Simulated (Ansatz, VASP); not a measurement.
**One calculation of Sn, two programs**

Contents of INCAR:

```
ALGO = Normal
EDIFF = 1E-6
ENCUT = 520
GGA = PE
GGA_COMPAT = False
ISIF = 2
ISMEAR = 0
LASPH = True
LCHARG = True
LORBIT = 11
LORBMOM = True
LREAL = False
LSORBIT = True
LVHAR = True
LWAVE = False
MAGMOM = 0 0 0
NBANDS = 25
NELM = 150
PREC = Accurate
SIGMA = 0.05
```

KPOINTS

```
k-points
0
Gamma
  8 8 8
```

The input POSCAR:

```
Sn
1.0
   -1.9320999400      1.9320999400      1.9320999400
    1.9320999400     -1.9320999400      1.9320999400
    1.9320999400      1.9320999400     -1.9320999400
Sn
1
Direct
    0.0000000000      0.0000000000      0.0000000000
```

Input for Ansatz:

```yaml
crystal:
  lattice:
    - [-1.93209994, 1.93209994, 1.93209994]
    - [1.93209994, -1.93209994, 1.93209994]
    - [1.93209994, 1.93209994, -1.93209994]
  atoms:
    - { symbol: Sn, position: [0.0, 0.0, 0.0] }
basis:
  ecutwfc: 420
  ecutrho_ratio: 4
kpoints:
  mp_grid: { grid: [8, 8, 8] }
hamiltonian:
  xc: pbe
scf:
  occupations: { method: gaussian, width: 0.05 }
output:
  forces: true
  stress: true
  eigenvalues: true
  populations: true
  topological_invariants: true
magnetization:
  noncollinear: true
  spin_orbit: true
```

Alike in both runs: task single point; functional PBE; k mesh 8 × 8 × 8; occupations gaussian, width 0.05 eV; non-collinear spin, spin-orbit coupling.

|  | VASP | Ansatz |
| --- | --- | --- |
| version | VASP 6.6.1 | Ansatz 0.2.0 |
| potentials or method | VASP PAW PBE potentials, release 64 (Sn_d), cutoff 520 eV | plane waves, PAW |
| valence electrons in the cell | 14 | 14 |

|  | VASP | Ansatz | Ansatz less VASP |
| --- | --- | --- | --- |
| pressure (GPa) | -1.0 | -0.9 | +0.06 |
| net moment per atom (μB) | 0.00 | 0.00 | 0.000 |
